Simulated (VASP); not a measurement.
Set up this calculation in VASP 6.6.1, as the native input.

* Task: relaxation of cell and atoms
* Functional: LDA
* Potentials or basis: VASP PAW LDA potentials, release 64 (Rh_pv)
* Cutoff: 600 eV
* k mesh: 18 × 18 × 10
* Occupations: gaussian, width 0.1 eV
* Spin: no spin polarisation
* Dipole correction: no
* Further INCAR settings: ALGO = Fast; EDIFF = 1e-06; IBRION = 2; EDIFFG = -0.005; NSW = 100; ISIF = 3

The structure of Rh lies in POSCAR:

```
Rh
1.0
    2.6646412819      0.0000000000      0.0000000000
   -1.3323206409      2.3076470421      0.0000000000
    0.0000000000      0.0000000000      4.3097464236
Rh
2
Direct
    0.6666666667      0.3333333333      0.7500000000
    0.3333333333      0.6666666667      0.2500000000
```

This isn't the form of Rh at room conditions, which is fcc.

These files were run (other wordings do the same):

INCAR

```
  PREC = Accurate
  ENCUT = 600
  EDIFF = 1E-6
  ISMEAR = 0
  SIGMA = 0.1
  LREAL = False
  LASPH = True
  NELM = 60
  ALGO = Fast
  ISIF = 3
  LWAVE = False
  LCHARG = False
  GGA = CA
  IBRION = 2
  NSW = 100
  EDIFFG = -0.005
```

KPOINTS

```
Automatic mesh
0
Gamma
  18 18 10
```

Potentials or basis: VASP PAW LDA potentials, release 64 (Rh_pv).

The run is started by

```bash
$ cat potpaw_LDA.64/Rh_pv/POTCAR > POTCAR
$ mpirun -np 1 vasp_std > vasp.out
```

It gave:

```
Relaxed volume                        : 13.30 Å³/atom
Relaxed cell                          : a = 2.672 Å, b = 2.672 Å, c = 4.303 Å, α = 90.00°, β = 90.00°, γ = 120.00°
Space group after relaxing (to 0.1 Å) : P6_3/mmc (No. 194)
Energy gained by relaxing             : 0.4 meV/atom
Ionic steps                           : 6
Pressure after relaxing               : 0.0 GPa
Band gap on the k mesh                : zero (bands 15 and 16 overlap by 2.58 eV)
```

Run time: 2.3 min on 1 thread of Intel(R) Xeon(R) 6975P-C (Granite Rapids), on a shared host, peak memory 0.23 GiB.
